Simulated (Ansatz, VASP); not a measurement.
**SnSe in VASP and in Ansatz**

```xyz
2
Lattice="0.0000 3.1304 3.0100 2.8896 0.0000 3.0100 2.8896 3.1304 0.0000" Properties=species:S:1:pos:R:3 pbc="T T T"
Sn    0.0000    0.0000    0.0000
Se    2.8896    3.1304    3.0100
```

Change from the starting cell: strain -0.0400 x Voigt [1, -1, 0, 0, 0, 0], atoms carried along.

Alike in both runs: task single point; functional r2SCAN; k mesh 10 × 10 × 10; occupations gaussian, width 0.05 eV; no spin polarisation.

```csv
,VASP,Ansatz
version,VASP 6.6.1,Ansatz 0.2.0
potentials or method,"VASP PAW PBE potentials, release 64 (Sn_d, Se), cutoff 520 eV","scalar-relativistic, plane waves, PAW"
valence electrons in the cell,20,30
```

VASP gave:

```
gap on the k mesh at the Fermi level (eV)                     : 0.44
least direct gap on the mesh (eV)                             : 0.53
pressure (GPa)                                                : 0.8
traceless stress, the component that is largest in VASP (GPa) : 5.40
```

What did Ansatz give for the same quantities?

gap on the k mesh at the Fermi level (eV): 0.44; least direct gap on the mesh (eV): 0.53; pressure (GPa): 0.8; traceless stress, the component that is largest in VASP (GPa): 5.39.

VASP's potentials were made for PBE, not for r2SCAN. The functional is the same, so the differences come from potentials, cutoffs and numerics. VASP's potentials hold 20 valence electrons a cell and Ansatz's 30, so a difference there can come from the potentials and not from the codes.
